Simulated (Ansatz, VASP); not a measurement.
# One calculation of KF, two programs

```
K F
1.0
     0.00000    2.58172    2.77535
     2.71726    0.00000    2.77535
     2.71726    2.58172    0.00000
K F
1 1
Direct
  0.00000 0.00000 0.00000
  0.50000 0.50000 0.50000
```

Change from the starting cell: normal strain along x +0.0525, normal strain along z +0.0750.

Alike in both runs: task single point; functional LDA; k mesh 8 × 8 × 8; occupations gaussian, width 0.05 eV; no spin polarisation.

```csv
,VASP,Ansatz
version,VASP 6.6.1,Ansatz 0.2.0
potentials or method,"VASP PAW LDA potentials, release 64 (K_sv, F), cutoff 520 eV","scalar-relativistic, plane waves, PAW"
valence electrons in the cell,16,16
```

Ansatz gave:

| Quantity | Value |
| --- | --- |
| gap on the k mesh at the Fermi level (eV) | 5.62 |
| least direct gap on the mesh (eV) | 5.62 |
| pressure (GPa) | -3.6 |
| traceless stress, the component that is largest in VASP (GPa) | 1.73 |

Q: What did VASP give for the same quantities?

A: gap on the k mesh at the Fermi level (eV): 5.60; least direct gap on the mesh (eV): 5.60; pressure (GPa): -3.5; traceless stress, the component that is largest in VASP (GPa): 1.84.

LDA's correlation is that of Perdew and Zunger in VASP and of Perdew and Wang (1992) in Ansatz.
